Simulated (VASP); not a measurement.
# TiC (NiAs type) (P6_3/mmc) in VASP: relaxation of cell and atoms with PBE

Aim: the relaxation of cell and atoms of TiC (NiAs type) with PBE.

Program: VASP 6.6.1. These are calculated values, not measurements. Logs are shortened: lines on timing, memory, paths and dates and some standing lists are left out, and cuts for length are marked.

### Step 1. The cell of the first run

It takes space group P6_3/mmc (No. 194, hexagonal). Conventional cell: a = 3.117 Å, b = 3.117 Å, c = 4.832 Å, α = 90.00°, β = 90.00°, γ = 120.00°. Within 2.9 Å of Ti (site symmetry -3m) lie 6 C at 2.17 Å and 2 Ti at 2.42 Å. C (site symmetry -6m2) has 6 Ti at 2.17 Å and 12 C at 3.01 to 3.12 Å within 3.2 Å.

### Step 2. Relaxation of cell and atoms, PBE, target pressure 0.041 GPa, at which the enthalpy is minimised

The input, INCAR:

```
SYSTEM = TiC
PREC = Accurate
ENCUT = 600
EDIFF = 1E-7
ISMEAR = -1
SIGMA = 0.05
LREAL = .FALSE.
LASPH = .TRUE.
NELM = 100
ALGO = Normal
ISIF = 3
LWAVE = .FALSE.
LCHARG = .FALSE.
GGA = PE
IBRION = 2
NSW = 60
EDIFFG = -0.005
PSTRESS = 0.41000000000000003
```

The input, KPOINTS:

```
Automatic mesh
0
G
  10 10 6
  0 0 0
```

The input, POSCAR:

```
TiC
1.0
    3.1174185178      0.0000000000      0.0000000000
   -1.5587092589      2.6997636306      0.0000000000
    0.0000000000      0.0000000000      4.8319987025
Ti C
2 2
Direct
    0.0000000000      0.0000000000      0.0000000000
    0.0000000000      0.0000000000      0.5000000000
    0.3333333333      0.6666666667      0.2500000000
    0.6666666667      0.3333333333      0.7500000000
```

Potentials or basis: VASP PAW PBE potentials, release 64 (Ti_sv, C).

Started as:

```
$ cat potpaw_PBE.64/Ti_sv/POTCAR potpaw_PBE.64/C/POTCAR > POTCAR
$ mpirun -np 1 vasp_std > vasp.out
```

OUTCAR:

```text
SYSTEM = TiC
   PREC = Accurate
   ENCUT = 600
   EDIFF = 1E-7
   ISMEAR = -1
   LREAL = .FALSE.
   LASPH = .TRUE.
   NELM = 100
   ISIF = 3
   GGA = PE
   IBRION = 2
   NSW = 60
   EDIFFG = -0.005
   PSTRESS = 0.41000000000000003

 ion  position               nearest neighbor table
   1  0.000  0.000  0.000-   3 2.17   4 2.17   3 2.17   4 2.17   4 2.17   3 2.17   2 2.42   2 2.42

   2  0.000  0.000  0.500-   3 2.17   4 2.17   3 2.17   4 2.17   4 2.17   3 2.17   1 2.42   1 2.42

   3  0.333  0.667  0.250-   1 2.17   2 2.17   1 2.17   2 2.17   1 2.17   2 2.17
   4  0.667  0.333  0.750-   1 2.17   2 2.17   1 2.17   2 2.17   1 2.17   2 2.17

  LATTYP: Found a hexagonal cell.
 ALAT       =     3.1174185178
 C/A-ratio  =     1.5500000000

  Lattice vectors:

 A1 = (   3.1174185178,   0.0000000000,   0.0000000000)
 A2 = (  -1.5587092589,   2.6997636306,   0.0000000000)
 A3 = (   0.0000000000,   0.0000000000,   4.8319987025)

Analysis of symmetry for initial positions (statically):
=====================================================================
 Subroutine PRICEL returns:
 Original cell was already a primitive cell.

 Routine SETGRP: Setting up the symmetry group for a
 hexagonal supercell.

 Subroutine GETGRP returns: Found 24 space group operations
 (whereof 12 operations were pure point group operations)
 out of a pool of 24 trial point group operations.

The static configuration has the point symmetry D_3d.
 The point group associated with its full space group is D_6h.

Analysis of symmetry for dynamics (positions and initial velocities):
=====================================================================
 Subroutine PRICEL returns:
 Original cell was already a primitive cell.

 Routine SETGRP: Setting up the symmetry group for a
 hexagonal supercell.

 Subroutine GETGRP returns: Found 24 space group operations
 (whereof 12 operations were pure point group operations)
 out of a pool of 24 trial point group operations.

The dynamic configuration has the point symmetry D_3d.
 The point group associated with its full space group is D_6h.

 Subroutine INISYM returns: Found 24 space group operations
 (whereof 12 operations are pure point group operations),
 and found     1 'primitive' translations

----------------------------------------------------------------------------------------

                                     Primitive cell
[... 94 lines left out ...]
   NELM   =    100;   NELMIN=  2; NELMDL= -5     # of ELM steps
   EDIFF  = 0.1E-06   stopping-criterion for ELM
   LREAL  =      F    real-space projection
   EDIFFG = -.5E-02   stopping-criterion for IOM
   NSW    =     60    number of steps for IOM
   IBRION =      2    ionic relax: 0-MD 1-quasi-New 2-CG
   NFREE  =      1    steps in history (QN), initial steepest desc. (CG)
   ISIF   =      3    stress and relaxation
   ISYM   =      2    0-nonsym 1-usesym 2-fastsym
   POTIM  = 0.5000    time-step for ionic-motion
   TEBEG  =    0.0;   TEEND  =   0.0 temperature during run
   PSTRESS=    0.4 pullay stress
   NELECT =      32.0000    total number of electrons
   NUPDOWN=      -1.0000    fix difference up-down
   EMIN   =  10.00;   EMAX   =-10.00  energy-range for DOS
   EFERMI =   0.00;   METHOD = LEGACY
   ISMEAR =    -1;   SIGMA  =   0.05  broadening in eV -4-tet -1-fermi 0-gaus
   EFERMI_NEDOS =   21; number of points for ismear=-14 and -15
   IALGO  =     38    algorithm
   IMIX   =      4    mixing-type and parameters
     AMIX     =   0.40;   BMIX     =  1.00
     AMIX_MAG =   1.60;   BMIX_MAG =  1.00
  volume/ion in A,a.u.               =      10.17        68.61
  Fermi-wavevector in a.u.,A,eV,Ry     =   1.511387  2.856107 31.079650  2.284290
  Thomas-Fermi vector in A             =   2.621451
   LORBIT       =      0    0 simple, 1 ext, 2 COOP (PROOUT), +10 PAW based schemes
   GGA     = PE    functional components
   LHFCALC =     F    Hartree Fock is set to
   AEXX    =    0.0000 exact exchange contribution
   IVDW    =     0    specifies the selected vdW correction
   LEPSILON=     F    determine dielectric tensor
   LRPA    =     F    only Hartree local field effects (RPA)
 conjugate gradient relaxation of ions
 non-spin polarized calculation
  energy-cutoff  :      600.00
  volume of cell :       40.67
 maximum number of plane-waves:      1375
 NGX is ok and might be reduce to    28
   NGX = 13   NGY = 13   NGZ = 19

--------------------------------------- Ionic step        1  -------------------------------------------

 number of electron      32.0000002 magnetization

 Free energy of the ion-electron system (eV)
  ---------------------------------------------------
  ext. energy  EPLUGINS =         0.00000000
  ---------------------------------------------------
  free energy    TOTEN  =       -34.68941575 eV

  energy without entropy =      -34.68243553  energy(sigma->0) =      -34.68592564

------------------------ aborting loop because EDIFF is reached ----------------------------------------

  FORCE on cell =-STRESS in cart. coord.  units (eV):
  Direction    XX          YY          ZZ          XY          YZ          ZX
  --------------------------------------------------------------------------------------
  -------------------------------------------------------------------------------------
  Total       -0.9185847     -0.9185847     17.8978565      0.0000000      0.0000000      0.0000000
  in kB      -36.1894627    -36.1894627    705.1214735      0.0000000      0.0000000      0.0000000
  external PRESSURE =     210.5041827 kB  Pullay stress =       0.4100000 kB
[... 307 lines left out ...]
--------------------------------------- Ionic step        9  -------------------------------------------

 number of electron      32.0000005 magnetization

 Free energy of the ion-electron system (eV)
  ---------------------------------------------------
  ext. energy  EPLUGINS =         0.00000000
  ---------------------------------------------------
  free energy    TOTEN  =       -35.67080079 eV

  energy without entropy =      -35.66063575  energy(sigma->0) =      -35.66571827

 E-fermi :   8.5446     XC(G=0): -12.3464

 val. band max:        8.5037871525   @ k =   0.2000   0.0000   0.1667
 cond. band min:       8.5560447829   @ k =   0.4000   0.0000   0.3333
 fundamental gap:      0.0522576304
 Fermi energy:         8.5446465432

 k-point     1 :       0.0000    0.0000    0.0000
  band No.  band energies     occupation
      1     -48.0579      2.00000
      2     -47.9562      2.00000
      3     -24.5907      2.00000
      4     -24.1580      2.00000
      5     -24.1580      2.00000
      6     -24.0779      2.00000
[... 541 lines left out ...]
     19      11.4471      0.00000
     20      11.8918      0.00000

 [... further k-points ...]
[... 5 lines left out ...]
  --------------------------------------------------------------------------------------
  -------------------------------------------------------------------------------------
  Total        0.0299062      0.0299062      0.0253715      0.0000000     -0.0000000     -0.0000000
  in kB        1.1114295      1.1114295      0.9429009      0.0000000     -0.0000000     -0.0000000
  external PRESSURE =       0.6452533 kB  Pullay stress =       0.4100000 kB
[... 23 lines left out ...]
  energy  without entropy=      -35.6606357541  energy(sigma->0) =      -35.66571827

  enthalpy is  TOTEN    =       -35.6597685628 eV   P V=        0.0110322320

 reached required accuracy - stopping structural energy minimisation
```

OSZICAR:

```text
N       E                     dE             d eps       ncg     rms          rms(c)
DAV:   1     0.376577318225E+03    0.37658E+03   -0.17896E+04  2240   0.216E+03
DAV:   2     0.803443995683E+01   -0.36854E+03   -0.35907E+03  2252   0.564E+02
DAV:   3    -0.432316199256E+02   -0.51266E+02   -0.48541E+02  4180   0.169E+02
[... 105 lines left out ...]
DAV:   1    -0.356708126580E+02   -0.19577E-04   -0.10742E-03  2264   0.425E-01    0.286E-02
DAV:   2    -0.356708059064E+02    0.67516E-05   -0.68382E-05  2352   0.876E-02    0.154E-02
DAV:   3    -0.356708012360E+02    0.46704E-05   -0.93882E-06  2808   0.270E-02    0.454E-03
DAV:   4    -0.356708008384E+02    0.39763E-06   -0.28209E-06  3500   0.153E-02    0.227E-03
DAV:   5    -0.356708007948E+02    0.43563E-07   -0.18187E-07  1792   0.384E-03
   9 F= -.35659769E+02 E0= -.35654686E+02  d E =-.570119E-04
```

CONTCAR:

```text
TiC
   1.00000000000000
     3.0416782426360038    0.0000000000000000    0.0000000000000000
    -1.5208391213180019    2.6341706282214332   -0.0000000000000000
     0.0000000000000000   -0.0000000000000000    5.3806276271344338
  Ti              C
     2     2
Direct
     0.0000000000000000    0.0000000000000000    0.0000000000000000
     0.0000000000000000    0.0000000000000000    0.5000000000000000
     0.3333333332999970    0.6666666667000030    0.2500000000000000
     0.6666666667000030    0.3333333332999970    0.7500000000000000

  0.00000000E+00  0.00000000E+00  0.00000000E+00
  0.00000000E+00  0.00000000E+00  0.00000000E+00
  0.00000000E+00  0.00000000E+00  0.00000000E+00
  0.00000000E+00  0.00000000E+00  0.00000000E+00
```

Run time: 3.2 min. Hardware: 1 thread of AMD EPYC 9R45 (Zen 5), shared host; peak memory 0.19 GiB.

Results:

| Quantity | Value |
| --- | --- |
| Free energy | -35.6708 eV |
| Relaxed volume | 10.78 Å³/atom |
| Relaxed cell | a = 3.042 Å, b = 3.042 Å, c = 5.381 Å, α = 90.00°, β = 90.00°, γ = 120.00° |
| Space group after relaxing (to 0.1 Å) | P6_3/mmc (No. 194) |
| Energy change on relaxing (the run minimises the enthalpy) | -245.3 meV/atom |
| Ionic steps | 9 |
| Pressure after relaxing | 0.1 GPa |
| Band gap on the k mesh | zero (bands 16 and 17 overlap by 1.31 eV) |

Step by step:
| step | energy change (eV) | largest force (eV/Å) | pressure (GPa) | volume (Å³) |
| --- | --- | --- | --- | --- |
| 1 | 0.0000 | 0.0000 | 21.09 | 40.67 |
| 2 | -0.3228 | 0.0000 | -22.20 | 48.34 |
| 3 | -0.9313 | 0.0000 | -7.50 | 44.80 |
| 4 | -0.9326 | 0.0000 | -6.68 | 44.64 |
| 5 | -0.9647 | 0.0000 | 4.10 | 42.31 |
| 6 | -0.9814 | 0.0000 | -0.13 | 43.15 |
| 7 | -0.9813 | 0.0000 | 0.00 | 43.12 |
| 8 | -0.9814 | 0.0000 | 0.14 | 43.11 |
| 9 | -0.9814 | 0.0000 | 0.11 | 43.11 |

Final structure:
```
Ti C
1.0
     3.04168    0.00000    0.00000
    -1.52084    2.63417    0.00000
     0.00000    0.00000    5.38063
Ti C
2 2
Direct
  0.00000 0.00000 0.00000
  0.00000 0.00000 0.50000
  0.33333 0.66667 0.25000
  0.66667 0.33333 0.75000
```

Caveat: the cell is relaxed towards a set pressure, so the run minimises the enthalpy, not the energy.

The gap in the log of VASP goes by the Fermi energy; the results here count the filled bands.